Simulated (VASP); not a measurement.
# MgSn2N2 (P-4m2) in VASP: relaxation of cell and atoms with PBE

Aim: the relaxation of cell and atoms of MgSn2N2 with PBE.

Everything below comes from runs of VASP 6.6.1. Logs are shortened: lines on timing, memory, paths and dates and some standing lists are left out, and cuts for length are marked.

## 1. The cell of the first run

Symmetry: P-4m2, No. 115, tetragonal system. The conventional cell has a = 3.361 Å, b = 3.361 Å, c = 8.188 Å, α = 90.00°, β = 90.00°, γ = 90.00°. Sn (site symmetry 2mm) has 2 N at 2.11 Å within 2.8 Å. Mg (site symmetry -4m2) has 4 N at 2.09 Å within 2.8 Å. Within 2.8 Å of N (site symmetry 2mm) lie 2 Mg at 2.09 Å and 2 Sn at 2.11 Å.

## 2. Relaxation of cell and atoms, PBE

The input, INCAR:

```
SYSTEM = MgSn2N2
ALGO = Normal
EDIFF = 1E-7
EDIFFG = -0.01
ENCUT = 600
GGA = PE
IBRION = 2
ISIF = 3
ISMEAR = -1
LASPH = .TRUE.
LCHARG = .FALSE.
LREAL = .FALSE.
LWAVE = .FALSE.
NELM = 100
NSW = 60
PREC = Accurate
SIGMA = 0.05
```

The input, KPOINTS:

```
k-points
0
G
  8 8 4
  0 0 0
```

The input, POSCAR:

```
MgSn2N2
1.0
    3.3605490000      0.0000000000      0.0000000000
    0.0000000000      3.3605490000      0.0000000000
    0.0000000000      0.0000000000      8.1883940000
Sn Mg N
2 1 2
Direct
    0.0000000000      0.0000000000      0.3078630000
    0.0000000000      0.0000000000      0.6921370000
    0.5000000000      0.5000000000      0.0000000000
    0.5000000000      0.0000000000      0.8473020000
    0.0000000000      0.5000000000      0.1526980000
```

Potentials or basis: VASP PAW PBE potentials, release 64 (Sn_d, Mg, N).

Launch:

```sh
> cat potpaw_PBE.64/Sn_d/POTCAR potpaw_PBE.64/Mg/POTCAR potpaw_PBE.64/N/POTCAR > POTCAR
> mpirun -np 1 vasp_std > vasp.out
```

OUTCAR:

```text
SYSTEM = MgSn2N2
   EDIFF = 1E-7
   EDIFFG = -0.01
   ENCUT = 600
   GGA = PE
   IBRION = 2
   ISIF = 3
   ISMEAR = -1
   LASPH = .TRUE.
   LREAL = .FALSE.
   NELM = 100
   NSW = 60
   PREC = Accurate

 ion  position               nearest neighbor table
   1  0.000  0.000  0.308-   5 2.11   5 2.11   2 3.15   3 3.46   3 3.46   3 3.46   3 3.46
   2  0.000  0.000  0.692-   4 2.11   4 2.11   1 3.15   3 3.46   3 3.46   3 3.46   3 3.46
   3  0.500  0.500  0.000-   4 2.09   5 2.09   4 2.09   5 2.09   1 3.46   2 3.46   1 3.46   1 3.46
                             2 3.46   2 3.46   1 3.46   2 3.46
   4  0.500  0.000  0.847-   3 2.09   3 2.09   2 2.11   2 2.11
   5  0.000  0.500  0.153-   3 2.09   3 2.09   1 2.11   1 2.11

  LATTYP: Found a simple tetragonal cell.
 ALAT       =     3.3605490000
 C/A-ratio  =     2.4366238969

  Lattice vectors:

 A1 = (   3.3605490000,   0.0000000000,   0.0000000000)
 A2 = (   0.0000000000,   3.3605490000,   0.0000000000)
 A3 = (   0.0000000000,   0.0000000000,   8.1883940000)

Analysis of symmetry for initial positions (statically):
=====================================================================
 Subroutine PRICEL returns:
 Original cell was already a primitive cell.

 Routine SETGRP: Setting up the symmetry group for a
 simple tetragonal supercell.

 Subroutine GETGRP returns: Found  8 space group operations
 (whereof  8 operations were pure point group operations)
 out of a pool of 16 trial point group operations.

The static configuration has the point symmetry D_2d.

Analysis of symmetry for dynamics (positions and initial velocities):
=====================================================================
 Subroutine PRICEL returns:
 Original cell was already a primitive cell.

 Routine SETGRP: Setting up the symmetry group for a
 simple tetragonal supercell.

 Subroutine GETGRP returns: Found  8 space group operations
 (whereof  8 operations were pure point group operations)
 out of a pool of 16 trial point group operations.

The dynamic configuration has the point symmetry D_2d.

 Subroutine INISYM returns: Found  8 space group operations
 (whereof  8 operations are pure point group operations),
 and found     1 'primitive' translations

----------------------------------------------------------------------------------------

                                     Primitive cell

  volume of cell :      92.4739

  direct lattice vectors                    reciprocal lattice vectors
     3.360549000  0.000000000  0.000000000     0.297570427  0.000000000  0.000000000
     0.000000000  3.360549000  0.000000000     0.000000000  0.297570427  0.000000000
     0.000000000  0.000000000  8.188394000     0.000000000  0.000000000  0.122124070

  length of vectors
     3.360549000  3.360549000  8.188394000     0.297570427  0.297570427  0.122124070

  position of ions in fractional coordinates (direct lattice)
     0.000000000  0.000000000  0.307863000
     0.000000000  0.000000000  0.692137000
     0.500000000  0.500000000  0.000000000
     0.500000000  0.000000000  0.847302000
     0.000000000  0.500000000  0.152698000

  ion indices of the primitive-cell ions
   primitive index   ion index
                 1           1
                 2           2
                 3           3
                 4           4
                 5           5

----------------------------------------------------------------------------------------

 KPOINTS: k-points

Automatic generation of k-mesh.
 Grid dimensions read from file:
 generate k-points for:    8    8    4

 Generating k-lattice:

  Cartesian coordinates                     Fractional coordinates (reciprocal lattice)
     0.037196303  0.000000000  0.000000000     0.125000000  0.000000000  0.000000000
     0.000000000  0.037196303  0.000000000     0.000000000  0.125000000  0.000000000
     0.000000000  0.000000000  0.030531017     0.000000000  0.000000000  0.250000000

  Length of vectors
     0.037196303  0.037196303  0.030531017

  Shift w.r.t. Gamma in fractional coordinates (k-lattice)
     0.000000000  0.000000000  0.000000000

 Subroutine IBZKPT returns following result:
 ===========================================

 Found     45 irreducible k-points:

 Following reciprocal coordinates:
            Coordinates               Weight
  0.000000  0.000000  0.000000      1.000000
  0.125000  0.000000  0.000000      4.000000
  0.250000  0.000000  0.000000      4.000000
  0.375000  0.000000  0.000000      4.000000
  0.500000  0.000000  0.000000      2.000000
  0.125000  0.125000  0.000000      4.000000
[... 16 lines left out ...]
  0.375000  0.125000  0.250000     16.000000
  0.500000  0.125000  0.250000      8.000000
 [... further k-points ...]
   k-points           NKPTS =     45   k-points in BZ     NKDIM =     45   number of bands    NBANDS=     24
   number of dos      NEDOS =    301   number of ions     NIONS =      5
   total plane-waves  NPLWV =  54880
   dimension x,y,z NGX =    28 NGY =   28 NGZ =   70
   dimension x,y,z NGXF=    56 NGYF=   56 NGZF=  140
   ions per type =               2   1   2
   NGX,Y,Z   is equivalent  to a cutoff of  13.85, 13.85, 14.21 a.u.
   NGXF,Y,Z  is equivalent  to a cutoff of  27.70, 27.70, 28.42 a.u.
 SYSTEM =  MgSn2N2
   PREC   = accura    normal or accurate (medium, high low for compatibility)
   ISTART =      0    job   : 0-new  1-cont  2-samecut
   ICHARG =      2    charge: 1-file 2-atom 10-const
   ISPIN  =      1    spin polarized calculation?
   LNONCOLLINEAR =      F non collinear calculations
   LSORBIT =      F    spin-orbit coupling
   LASPH  =      T    aspherical Exc in radial PAW
   ENCUT  =  600.0 eV  44.10 Ry    6.64 a.u.   6.71  6.71 16.35*2*pi/ulx,y,z
   NELM   =    100;   NELMIN=  2; NELMDL= -5     # of ELM steps
   EDIFF  = 0.1E-06   stopping-criterion for ELM
   LREAL  =      F    real-space projection
   EDIFFG = -.1E-01   stopping-criterion for IOM
   NSW    =     60    number of steps for IOM
   IBRION =      2    ionic relax: 0-MD 1-quasi-New 2-CG
   NFREE  =      1    steps in history (QN), initial steepest desc. (CG)
   ISIF   =      3    stress and relaxation
   ISYM   =      2    0-nonsym 1-usesym 2-fastsym
   POTIM  = 0.5000    time-step for ionic-motion
   TEBEG  =    0.0;   TEEND  =   0.0 temperature during run
   PSTRESS=    0.0 pullay stress
   NELECT =      40.0000    total number of electrons
   NUPDOWN=      -1.0000    fix difference up-down
   EMIN   =  10.00;   EMAX   =-10.00  energy-range for DOS
   EFERMI =   0.00;   METHOD = LEGACY
   ISMEAR =    -1;   SIGMA  =   0.05  broadening in eV -4-tet -1-fermi 0-gaus
   EFERMI_NEDOS =   21; number of points for ismear=-14 and -15
   IALGO  =     38    algorithm
   IMIX   =      4    mixing-type and parameters
     AMIX     =   0.40;   BMIX     =  1.00
     AMIX_MAG =   1.60;   BMIX_MAG =  1.00
  volume/ion in A,a.u.               =      18.49       124.81
  Fermi-wavevector in a.u.,A,eV,Ry     =   1.238098  2.339666 20.856196  1.532887
  Thomas-Fermi vector in A             =   2.372638
   LORBIT       =      0    0 simple, 1 ext, 2 COOP (PROOUT), +10 PAW based schemes
   GGA     = PE    functional components
   LHFCALC =     F    Hartree Fock is set to
   AEXX    =    0.0000 exact exchange contribution
   IVDW    =     0    specifies the selected vdW correction
   LEPSILON=     F    determine dielectric tensor
   LRPA    =     F    only Hartree local field effects (RPA)
 conjugate gradient relaxation of ions
 non-spin polarized calculation
  energy-cutoff  :      600.00
  volume of cell :       92.47
 maximum number of plane-waves:      3120
 NGX is ok and might be reduce to    28
   NGX = 13   NGY = 13   NGZ = 33

--------------------------------------- Ionic step        1  -------------------------------------------

 number of electron      40.0000002 magnetization

 Free energy of the ion-electron system (eV)
  ---------------------------------------------------
  ext. energy  EPLUGINS =         0.00000000
  ---------------------------------------------------
  free energy    TOTEN  =       -26.08637459 eV

  energy without entropy =      -26.06382830  energy(sigma->0) =      -26.07510144

------------------------ aborting loop because EDIFF is reached ----------------------------------------

  FORCE on cell =-STRESS in cart. coord.  units (eV):
  Direction    XX          YY          ZZ          XY          YZ          ZX
  --------------------------------------------------------------------------------------
  -------------------------------------------------------------------------------------
  Total        0.1803275      0.1803275     -0.3113926      0.0000000      0.0000000      0.0000000
  in kB        3.1243044      3.1243044     -5.3951020      0.0000000      0.0000000      0.0000000
  external PRESSURE =       0.2845022 kB  Pullay stress =       0.0000000 kB
[... 98 lines left out ...]
  FREE ENERGIE OF THE ION-ELECTRON SYSTEM (eV)
  ---------------------------------------------------
  free  energy   TOTEN  =       -26.0892752996 eV

  energy  without entropy=      -26.0670508999  energy(sigma->0) =      -26.07816310

[... ionic steps 4 to 10 ...]

--------------------------------------- Ionic step       11  -------------------------------------------

 number of electron      39.9999995 magnetization

------------------------ aborting loop because EDIFF is reached ----------------------------------------

  FORCE on cell =-STRESS in cart. coord.  units (eV):
  Direction    XX          YY          ZZ          XY          YZ          ZX
  --------------------------------------------------------------------------------------
  -------------------------------------------------------------------------------------
  Total        0.0238051      0.0238051      0.1223063      0.0000000      0.0000000      0.0000000
  in kB        0.4181316      0.4181316      2.1482832      0.0000000      0.0000000      0.0000000
  external PRESSURE =       0.9948488 kB  Pullay stress =       0.0000000 kB
[... 63 lines left out ...]
  energy  without entropy=      -26.0786684988  energy(sigma->0) =      -26.08728068

--------------------------------------- Ionic step       13  -------------------------------------------

 number of electron      39.9999997 magnetization

 Free energy of the ion-electron system (eV)
  ---------------------------------------------------
  ext. energy  EPLUGINS =         0.00000000
  ---------------------------------------------------
  free energy    TOTEN  =       -26.09602897 eV

  energy without entropy =      -26.07873658  energy(sigma->0) =      -26.08738277

 E-fermi :   5.6625     XC(G=0):  -9.8850

 val. band max:        5.6461324043   @ k =   0.2500   0.1250   0.2500
 cond. band min:       5.6726849480   @ k =   0.2500   0.2500   0.0000
 fundamental gap:      0.0265525436
 Fermi energy:         5.6625247881

 k-point     1 :       0.0000    0.0000    0.0000
  band No.  band energies     occupation
      1     -15.8029      2.00000
      2     -15.8007      2.00000
      3     -15.7149      2.00000
      4     -15.6322      2.00000
      5     -15.6322      2.00000
      6     -15.5613      2.00000
[... 637 lines left out ...]
     23       9.4032      0.00000
     24      10.7036      0.00000

 [... further k-points ...]
[... 5 lines left out ...]
  --------------------------------------------------------------------------------------
  -------------------------------------------------------------------------------------
  Total        0.0275568      0.0275568      0.0115635      0.0000000     -0.0000000      0.0000000
  in kB        0.4839834      0.4839834      0.2030909      0.0000000     -0.0000000      0.0000000
  external PRESSURE =       0.3903526 kB  Pullay stress =       0.0000000 kB
[... 20 lines left out ...]
  FREE ENERGIE OF THE ION-ELECTRON SYSTEM (eV)
  ---------------------------------------------------
  free  energy   TOTEN  =       -26.0960289659 eV

  energy  without entropy=      -26.0787365841  energy(sigma->0) =      -26.08738277

 reached required accuracy - stopping structural energy minimisation
```

Wall time 8.2 min (1 thread of Intel Xeon 6975P-C (Granite Rapids), shared host); peak memory 0.31 GiB.

Results:

```
Free energy                            : -26.0960 eV
Relaxed volume                         : 18.24 Å³/atom
Relaxed cell                           : a = 3.382 Å, b = 3.382 Å, c = 7.974 Å, α = 90.00°, β = 90.00°, γ = 90.00°
Space group after relaxing (to 0.05 Å) : P-4m2 (No. 115)
Energy gained by relaxing              : 1.9 meV/atom
Ionic steps                            : 13
Pressure after relaxing                : 0.0 GPa
Largest force after relaxing           : 0.005 eV/Å
Band gap on the k mesh                 : zero (band 20 reaches 5.86 eV, above the bottom of band 21 at 4.31 eV)
```

Forces in eV/Å, atoms in the order of the input:
```
Sn   0.000  0.000  0.002
Sn   0.000  0.000 -0.002
Mg   0.000  0.000  0.000
N    0.000  0.000  0.005
N    0.000  0.000 -0.005
```

Step by step:
```csv
step,energy change (eV),largest force (eV/Å),pressure (GPa),volume (Å³)
1,0.0000,0.1520,0.03,92.47
2,-0.0028,0.0289,-0.27,92.52
3,-0.0029,0.0608,-0.35,92.53
4,-0.0050,0.0739,-0.02,92.09
5,-0.0056,0.0857,0.25,91.74
6,-0.0070,0.0561,0.07,91.87
7,-0.0077,0.0680,-0.13,92.02
8,-0.0084,0.0523,-0.11,91.84
9,-0.0091,0.0258,-0.07,91.47
10,-0.0092,0.0264,-0.06,91.41
11,-0.0095,0.0280,0.10,91.22
12,-0.0095,0.0362,0.16,91.15
13,-0.0097,0.0049,0.04,91.22
```

Final structure:
```
Sn Mg N
1.0
     3.38223    0.00000    0.00000
     0.00000    3.38223    0.00000
     0.00000    0.00000    7.97449
Sn Mg N
2 1 2
Direct
  0.00000 0.00000 0.31173
  0.00000 0.00000 0.68827
  0.50000 0.50000 0.00000
  0.50000 0.00000 0.84639
  0.00000 0.50000 0.15361
```

Levels at points of the mesh, in eV from the Fermi level:
```csv
k point,band 18,band 19,band 20,band 21,band 22,band 23
"(0.00, 0.00, 0.00)",-1.78,-1.78,0.20,0.78,3.10,5.45
"(0.50, 0.00, 0.00)",-2.15,-1.29,-0.20,-0.14,2.52,4.31
"(0.50, 0.50, 0.00)",-2.82,-2.73,-1.35,-1.35,1.74,4.20
"(0.00, 0.00, 0.50)",-1.82,-1.82,-1.71,1.63,3.78,5.54
"(0.50, 0.00, 0.50)",-2.14,-1.29,-0.71,0.81,2.78,3.77
"(0.50, 0.50, 0.50)",-2.75,-2.37,-1.08,-1.08,1.06,3.18
```

Caveat: spin-orbit coupling is left out, which moves the levels of the heavy elements.
